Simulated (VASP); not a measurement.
# TiB2 (P6/mmm) in VASP: a series of runs, part 3 of 3

VASP 6.6.1. Earlier steps stand in the parts before.

## (4) Single point, r2SCAN

This run uses another cell than the first one, of 8.35 Å³/atom.

The input, POSCAR:

```
TiB2
1.0
    3.0045978414      0.0000000000      0.0000000000
   -1.5022989207      2.6020580588      0.0000000000
    0.0000000000      0.0000000000      3.2027037500
Ti B
1 2
Direct
    0.0000000000      0.0000000000      0.0000000000
    0.3333333333      0.6666666667      0.5000000000
    0.6666666667      0.3333333333      0.5000000000
```

The input, INCAR.step1:

```
  PREC = Accurate
  ENCUT = 550
  ISMEAR = -1
  SIGMA = 0.1
  LREAL = False
  LASPH = True
  NELM = 120
  NBANDS = 16
  GGA = PE
  ALGO = Normal
  EDIFF = 1E-5
  LWAVE = True
  LCHARG = False
  GGA_COMPAT = False
```

The input, INCAR.step2:

```
  PREC = Accurate
  ENCUT = 550
  EDIFF = 1E-6
  ISMEAR = -1
  SIGMA = 0.1
  LREAL = False
  LASPH = True
  NELM = 120
  ALGO = Normal
  ISIF = 2
  LWAVE = False
  LCHARG = False
  METAGGA = R2SCAN
  LMIXTAU = True
  NBANDS = 16
  ISTART = 1
  GGA_COMPAT = False
```

The input, KPOINTS:

```
Automatic mesh
0
Gamma
  13 13 10
```

Potentials or basis: VASP PAW PBE potentials, release 64 (Ti_sv, B).

Launch:

```
$ cat potpaw_PBE.64/Ti_sv/POTCAR potpaw_PBE.64/B/POTCAR > POTCAR
$ cp INCAR.step1 INCAR
$ mpirun -np 1 vasp_std > vasp.out
$ cp INCAR.step2 INCAR
$ mpirun -np 1 vasp_std > vasp.out
```

OUTCAR:

```text
PREC = Accurate
   ENCUT = 550
   EDIFF = 1E-6
   ISMEAR = -1
   LREAL = False
   LASPH = True
   NELM = 120
   ISIF = 2
   METAGGA = R2SCAN
   ISTART = 1

 ion  position               nearest neighbor table
   1  0.000  0.000  0.000-   2 2.36   3 2.36   2 2.36   3 2.36   2 2.36   2 2.36   3 2.36   3 2.36
                             3 2.36   3 2.36   2 2.36   2 2.36
   2  0.333  0.667  0.500-   3 1.73   3 1.73   3 1.73   1 2.36   1 2.36   1 2.36   1 2.36   1 2.36
                             1 2.36
   3  0.667  0.333  0.500-   2 1.73   2 1.73   2 1.73   1 2.36   1 2.36   1 2.36   1 2.36   1 2.36
                             1 2.36

  LATTYP: Found a hexagonal cell.
 ALAT       =     3.0045978414
 C/A-ratio  =     1.0659342511

  Lattice vectors:

 A1 = (   3.0045978414,   0.0000000000,   0.0000000000)
 A2 = (  -1.5022989207,   2.6020580588,   0.0000000000)
 A3 = (   0.0000000000,   0.0000000000,   3.2027037500)

Analysis of symmetry for initial positions (statically):
=====================================================================
 Subroutine PRICEL returns:
 Original cell was already a primitive cell.

 Routine SETGRP: Setting up the symmetry group for a
 hexagonal supercell.

 Subroutine GETGRP returns: Found 24 space group operations
[... 171 lines left out ...]
 fundamental gap:      0.0650399894
 Fermi energy:        10.4299822455

 k-point     1 :       0.0000    0.0000    0.0000
  band No.  band energies     occupation
      1     -48.9184      2.00000
      2     -24.2396      2.00000
      3     -23.8935      2.00000
      4     -23.8935      2.00000
      5      -4.2123      2.00000
      6       7.5877      2.00000
[... 433 lines left out ...]
      3     -23.9937      2.00000
      4     -23.9145      2.00000
      5      -3.5981      2.00000
      6       6.3178      2.00000
[... 8 lines left out ...]
     15      18.7371      0.00000
     16      18.9644      0.00000

 [... further k-points ...]

------------------------ aborting loop because EDIFF is reached ----------------------------------------

  FORCE on cell =-STRESS in cart. coord.  units (eV):
  Direction    XX          YY          ZZ          XY          YZ          ZX
  --------------------------------------------------------------------------------------
  -------------------------------------------------------------------------------------
  Total        1.0451959      1.0451959      0.8559247      0.0000000     -0.0000000      0.0000000
  in kB       66.8787519     66.8787519     54.7678958      0.0000000     -0.0000000      0.0000000
  external PRESSURE =      62.8417999 kB  Pullay stress =       0.0000000 kB

 VOLUME and BASIS-vectors are now :
 -----------------------------------------------------------------------------
  energy-cutoff  :      550.00
  volume of cell :       25.04
      direct lattice vectors                 reciprocal lattice vectors
     3.004597841  0.000000000  0.000000000     0.332823244  0.192155589  0.000000000
    -1.502298921  2.602058059  0.000000000     0.000000000  0.384311179  0.000000000
     0.000000000  0.000000000  3.202703750     0.000000000  0.000000000  0.312236185

 POSITION                                       TOTAL-FORCE (eV/Angst)
 -----------------------------------------------------------------------------------
      0.00000      0.00000      0.00000         0.000000      0.000000     -0.000000
     -0.00000      1.73471      1.60135         0.000000      0.000000      0.000000
      1.50230      0.86735      1.60135        -0.000000     -0.000000     -0.000000
 -----------------------------------------------------------------------------------
    total drift:                               -0.000000      0.000000      0.000000

  FREE ENERGIE OF THE ION-ELECTRON SYSTEM (eV)
  ---------------------------------------------------
  free  energy   TOTEN  =       -30.9677570155 eV

  energy  without entropy=      -30.9562709934  energy(sigma->0) =      -30.96201400
```

OUTCAR.step1:

```text
PREC = Accurate
   ENCUT = 550
   ISMEAR = -1
   LREAL = False
   LASPH = True
   NELM = 120
[... 683 lines left out ...]
      0.00000      0.00000      0.00000         0.000000      0.000000      0.000000
     -0.00000      1.73471      1.60135         0.000000      0.000000      0.000000
      1.50230      0.86735      1.60135        -0.000000      0.000000     -0.000000
 -----------------------------------------------------------------------------------
    total drift:                               -0.000000      0.000000      0.000000

  FREE ENERGIE OF THE ION-ELECTRON SYSTEM (eV)
  ---------------------------------------------------
  free  energy   TOTEN  =       -24.4217854105 eV

  energy  without entropy=      -24.4096166764  energy(sigma->0) =      -24.41570104
```

OSZICAR.step1:

```text
N       E                     dE             d eps       ncg     rms          rms(c)
DAV:   1     0.126466091946E+03    0.12647E+03   -0.93444E+03  4032   0.134E+03
DAV:   2    -0.222269983428E+02   -0.14869E+03   -0.14354E+03  4392   0.352E+02
DAV:   3    -0.294883576953E+02   -0.72614E+01   -0.71958E+01  5864   0.749E+01
DAV:   4    -0.296291097027E+02   -0.14075E+00   -0.14067E+00  4896   0.952E+00
DAV:   5    -0.296325786084E+02   -0.34689E-02   -0.34688E-02  5840   0.125E+00    0.172E+01
DAV:   6    -0.244241204515E+02    0.52085E+01   -0.20386E+01  5832   0.490E+01    0.391E+00
DAV:   7    -0.244188030098E+02    0.53174E-02   -0.10165E+00  4304   0.114E+01    0.348E+00
DAV:   8    -0.244226459479E+02   -0.38429E-02   -0.76659E-02  6536   0.230E+00    0.783E-01
DAV:   9    -0.244221816695E+02    0.46428E-03   -0.29139E-02  4992   0.219E+00    0.249E-01
DAV:  10    -0.244217822105E+02    0.39946E-03   -0.24923E-03  5344   0.614E-01    0.646E-02
DAV:  11    -0.244217972107E+02   -0.15000E-04   -0.38956E-04  5536   0.217E-01    0.631E-02
DAV:  12    -0.244217857682E+02    0.11442E-04   -0.79206E-05  4624   0.114E-01    0.834E-03
DAV:  13    -0.244217854105E+02    0.35770E-06   -0.36708E-06  2336   0.188E-02
   1 F= -.24421785E+02 E0= -.24415701E+02  d E =-.121687E-01
```

Run time: 4.6 min. Hardware: 1 thread of AMD EPYC 7R13, shared host; peak memory 0.16 GiB.

Results:

* Free energy: -30.9678 eV
* Pressure: 6.3 GPa
* Band gap on the k mesh: zero (bands 9 and 10 overlap by 0.56 eV)

Levels at points of the mesh, in eV from the Fermi level:
```
           k point  band 5  band 6  band 7  band 8  band 9  band 10  band 11  band 12  band 13  band 14
(0.00, 0.00, 0.00)  -14.64   -2.84   -2.84   -2.63   -2.27     2.04     2.04     3.96     3.96     6.03
(0.00, 0.00, 0.50)  -12.61   -8.26   -0.65   -0.65   -0.23    -0.23     0.47     0.47     1.82     6.95
```

Caveat: the cell stands under pressure; the PAW data sets were made with another functional, which shifts forces and pressure a little.

## (5) Single point, r2SCAN

This run uses another cell than the first one, of 8.52 Å³/atom.

The input, POSCAR:

```
TiB2
1.0
    3.0248997900      0.0000000000      0.0000000000
   -1.5124499000      2.6196400600      0.0000000000
    0.0000000000      0.0000000000      3.2243443000
Ti B
1 2
Direct
    0.0000000000      0.0000000000      0.0000000000
    0.3333333300      0.6666666700      0.5000000000
    0.6666666700      0.3333333300      0.5000000000
```

The input, INCAR.step1:

```
ALGO = Normal
EDIFF = 1E-5
ENCUT = 550
GGA = PE
GGA_COMPAT = False
ISMEAR = -1
LASPH = True
LCHARG = False
LREAL = False
LWAVE = True
NBANDS = 16
NELM = 120
PREC = Accurate
SIGMA = 0.1
```

The input, INCAR.step2:

```
ALGO = Normal
EDIFF = 1E-6
ENCUT = 550
GGA_COMPAT = False
ISIF = 2
ISMEAR = -1
ISTART = 1
LASPH = True
LCHARG = False
LMIXTAU = True
LREAL = False
LWAVE = False
METAGGA = R2SCAN
NBANDS = 16
NELM = 120
PREC = Accurate
SIGMA = 0.1
```

The input, KPOINTS:

```
k-points
0
Gamma
  13 13 10
```

Launch:

```
$ cat potpaw_PBE.64/Ti_sv/POTCAR potpaw_PBE.64/B/POTCAR > POTCAR
$ cp INCAR.step1 INCAR
$ mpirun -np 1 vasp_std > vasp.out
$ cp INCAR.step2 INCAR
$ mpirun -np 1 vasp_std > vasp.out
```

It took 5.6 min on 1 thread of AMD EPYC 7R13, shared host; peak memory 0.16 GiB.

It converged, with:

- Free energy: -30.9793 eV
- Pressure: 0.7 GPa
- Band gap on the k mesh: zero (bands 9 and 10 overlap by 0.55 eV)

Levels at points of the mesh, in eV from the Fermi level:
```tsv
k point	band 7	band 8	band 9	band 10	band 11	band 12
(0.00, 0.00, 0.00)	-2.79	-2.62	-2.21	1.98	1.98	3.86
(0.00, 0.00, 0.50)	-0.65	-0.65	-0.23	-0.23	0.46	0.46
```

Caveat: the PAW data sets were made with another functional, which shifts forces and pressure a little.

## (6) Overview

```tsv
cell	gap on the mesh (eV)	pressure (GPa)
a = 2.963, b = 2.963, c = 3.159 Å, angles 90.0, 90.0, 120.0°, 3 atoms	none	19.2
a = 2.984, b = 2.984, c = 3.181 Å, angles 90.0, 90.0, 120.0°, 3 atoms	none	12.4
a = 3.005, b = 3.005, c = 3.203 Å, angles 90.0, 90.0, 120.0°, 3 atoms	none	6.3
a = 3.025, b = 3.025, c = 3.224 Å, angles 90.0, 90.0, 120.0°, 3 atoms	none	0.7
```

Alike in all rows: task single point; level r2SCAN; potentials or basis VASP PAW PBE potentials, release 64 (Ti_sv, B); no spin polarisation; k mesh 13 × 13 × 10; cutoff (eV) 550; smearing fermi-dirac 0.1 eV.

Caveats: the PAW data sets were made with another functional, which shifts forces and pressure a little; the cell stands under pressure (at least some runs).

Absolute energies hang on the potentials; compare differences alone.
